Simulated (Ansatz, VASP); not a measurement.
One calculation of Mg2Sn, two programs

```
CELL_PARAMETERS angstrom
0.00000 3.40840 3.40840
3.40840 0.00000 3.40840
3.40840 3.40840 0.00000
ATOMIC_POSITIONS crystal
Mg 0.25000 0.25000 0.25000
Mg 0.75000 0.75000 0.75000
Sn 0.00000 0.00000 0.00000
```

Alike in both runs: task relaxation of cell and atoms; functional PBEsol; k mesh 12 × 12 × 12; occupations gaussian, width 0.1 eV; no spin polarisation.

|  | VASP | Ansatz |
| --- | --- | --- |
| version | VASP 6.6.1 | Ansatz 0.2.0 |
| potentials or method | VASP PAW PBE potentials, release 64 (Mg, Sn_d), cutoff 600 eV | scalar-relativistic, plane waves, PAW |
| valence electrons in the cell | 18 | 34 |

VASP gave:

```
gap on the k mesh at the Fermi level, each at its own relaxed structure (eV) : none
relaxed volume (Å³/atom)                                                     : 25.54
relaxed cell length with the largest relative difference (Å)                 : 4.768
```

**Question.** What did Ansatz give for the same quantities?

**Answer.** gap on the k mesh at the Fermi level, each at its own relaxed structure (eV): none; relaxed volume (Å³/atom): 25.59; relaxed cell length with the largest relative difference (Å): 4.770.

VASP's potentials were made for PBE, not for PBEsol. A gap of «none» marks a metal or a gap that the smearing closes. VASP's potentials hold 18 valence electrons a cell and Ansatz's 34, so a difference there can come from the potentials and not from the codes.
